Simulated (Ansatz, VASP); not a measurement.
In4Sb3As in VASP and in Ansatz

```
As In Sb
1.0
    -3.26341    3.26341    6.51427
     3.26341   -3.26341    6.51427
     3.26341    3.26341   -6.51427
As In Sb
1 4 3
Direct
  0.00000 0.00000 0.00000
  0.64051 0.64051 0.52269
  0.88218 0.35949 0.00000
  0.11782 0.11782 0.47731
  0.35949 0.88218 0.00000
  0.25000 0.75000 0.50000
  0.50000 0.50000 0.00000
  0.75000 0.25000 0.50000
```

Alike in both runs: task single point; functional PBE; k mesh 4 × 4 × 4; occupations fermi-dirac, width 0.02 eV; no spin polarisation.

|  | VASP | Ansatz |
| --- | --- | --- |
| version | VASP 6.6.1 | Ansatz 0.2.0 |
| potentials or method | VASP PAW PBE potentials, release 64 (As, In_d, Sb) | plane waves, PAW |
| plane-wave cutoff (eV) | 520 | 420 |
| valence electrons in the cell | 72 | 112 |

```csv
,VASP,Ansatz,Ansatz less VASP
pressure (GPa),0.0,0.0,+0.01
```

VASP's potentials hold 72 valence electrons a cell and Ansatz's 112, so a difference there can come from the potentials and not from the codes.

Neither program's run includes spin-orbit coupling.
